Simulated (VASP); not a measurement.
MgO, 2 atoms in the cell. It takes space group Fm-3m (No. 225, cubic). The conventional cell has a = 4.194 Å, b = 4.194 Å, c = 4.194 Å, α = 90.00°, β = 90.00°, γ = 90.00°. Mg (site symmetry m-3m) has 6 O at 2.10 Å within 2.8 Å. O (site symmetry m-3m) has 6 Mg at 2.10 Å within 2.8 Å. 

- Program: VASP 6.6.1
- Task: vibrations by perturbation theory
- Functional: PBEsol
- Potentials or basis: VASP PAW PBE potentials, release 64 (Mg, O)
- Cutoff: 520 eV
- k mesh: 8 × 8 × 8
- Occupations: fermi-dirac, width 0.05 eV
- Spin: no spin polarisation
- Dipole correction: no
- Further INCAR settings: ALGO = Normal; EDIFF = 1e-08; IBRION = 8; NSW = 1

Potentials or basis: VASP PAW PBE potentials, release 64 (Mg, O).

Launch:

```console
$ cat potpaw_PBE.64/Mg/POTCAR potpaw_PBE.64/O/POTCAR > POTCAR
$ mpirun -np 1 vasp_std > vasp.out
```

Hardware: 1 thread of Intel Xeon 6975P-C, with other jobs on the host.

How long does it take, and how much memory?

It took 28 s on 1 thread of Intel Xeon 6975P-C (shared host), peak memory 0.17 GiB. Counts: scf iterations 35, k points 29.
